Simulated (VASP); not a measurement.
Set up this calculation in VASP 6.6.1, as the native input.

| Property | Result |
| --- | --- |
| Task | single point |
| Functional | PBE |
| Potentials or basis | VASP PAW PBE potentials, release 64 (Al, C) |
| Cutoff | 520 eV |
| k mesh | 7 × 7 × 7 |
| Occupations | methfessel-paxton, width 0.01 eV |
| Spin | no spin polarisation |
| Dipole correction | no |
| Further INCAR settings | ALGO = Normal; EDIFF = 1e-07; NBANDS = 16 |

The structure of AlC3 lies in POSCAR:

```
AlC3
1.0
    3.2810990432      0.0000000000      0.0000000000
    0.0000000000      3.2810990432      0.0000000000
    0.0000000000      0.0000000000      3.2810990432
Al C
1 3
Direct
    0.0000000000      0.0000000000      0.0000000000
    0.0000000000      0.5000000000      0.5000000000
    0.5000000000      0.0000000000      0.5000000000
    0.5000000000      0.5000000000      0.0000000000
```

These files were run (other wordings do the same):

INCAR

```
SYSTEM = AlC3
ALGO = Normal
EDIFF = 1E-7
ENCUT = 520
GGA = PE
ISIF = 2
ISMEAR = 1
LASPH = .True.
LCHARG = .False.
LREAL = .False.
LWAVE = .False.
NBANDS = 16
NELM = 60
PREC = Accurate
SIGMA = 0.01
```

KPOINTS

```
k-points
0
Gamma
  7 7 7
  0 0 0
```

Potentials or basis: VASP PAW PBE potentials, release 64 (Al, C).

Command:

```bash
$ cat potpaw_PBE.64/Al/POTCAR potpaw_PBE.64/C/POTCAR > POTCAR
$ mpirun -np 1 vasp_std > vasp.out
```

It gave:

| Quantity | Value |
| --- | --- |
| Pressure | -10.1 GPa |

It took 6.3 s on 1 thread of Intel(R) Xeon(R) Platinum 8259CL CPU @ 2.50GHz (Skylake/Cascade Lake), on a shared host, peak memory 0.13 GiB.
